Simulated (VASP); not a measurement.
Set up this calculation in VASP 6.6.1, as the native input.

* Task: relaxation of cell and atoms
* Functional: PBE
* Potentials or basis: VASP PAW PBE potentials, release 64 (Ba_sv)
* Cutoff: 600 eV
* k mesh: 11 × 11 × 11
* Occupations: fermi-dirac, width 0.1 eV
* Spin: no spin polarisation
* Dipole correction: no
* Further INCAR settings: ALGO = Normal; EDIFF = 1e-07; IBRION = 2; EDIFFG = -0.03; NSW = 80; ISIF = 3

The structure of Ba lies in POSCAR:

```
Ba
1.0
    4.1100000000      0.0000000000      0.0000000000
    0.0000000000      4.1100000000      0.0000000000
    0.0000000000      0.0000000000      4.1100000000
Ba
1
Direct
    0.0000000000      0.0000000000      0.0000000000
```

This isn't the form of Ba at room conditions, which is bcc.

These files were run (other wordings do the same):

INCAR

```
  PREC = Accurate
  ENCUT = 600
  EDIFF = 1E-7
  ISMEAR = -1
  SIGMA = 0.1
  LREAL = F
  LASPH = T
  NELM = 100
  ALGO = Normal
  ISIF = 3
  LWAVE = F
  LCHARG = F
  GGA = PE
  IBRION = 2
  NSW = 80
  EDIFFG = -0.03
```

KPOINTS

```
Automatic mesh
0
Gamma
  11 11 11
```

Potentials or basis: VASP PAW PBE potentials, release 64 (Ba_sv).

Command:

```console
$ cat potpaw_PBE.64/Ba_sv/POTCAR > POTCAR
$ mpirun -np 1 vasp_std > vasp.out
```

Results of the run:

```json
{
 "Relaxed volume": "63.46 Å³/atom",
 "Relaxed cell": "a = 3.989 Å, b = 3.989 Å, c = 3.989 Å, α = 90.00°, β = 90.00°, γ = 90.00°",
 "Space group after relaxing (to 0.1 Å)": "Pm-3m (No. 221)",
 "Energy gained by relaxing": "13.0 meV/atom",
 "Ionic steps": "3",
 "Pressure after relaxing": "-0.1 GPa"
}
```

It took 3 min on 1 thread of Intel Xeon 8259CL, with other jobs on the host, peak memory 0.23 GiB.
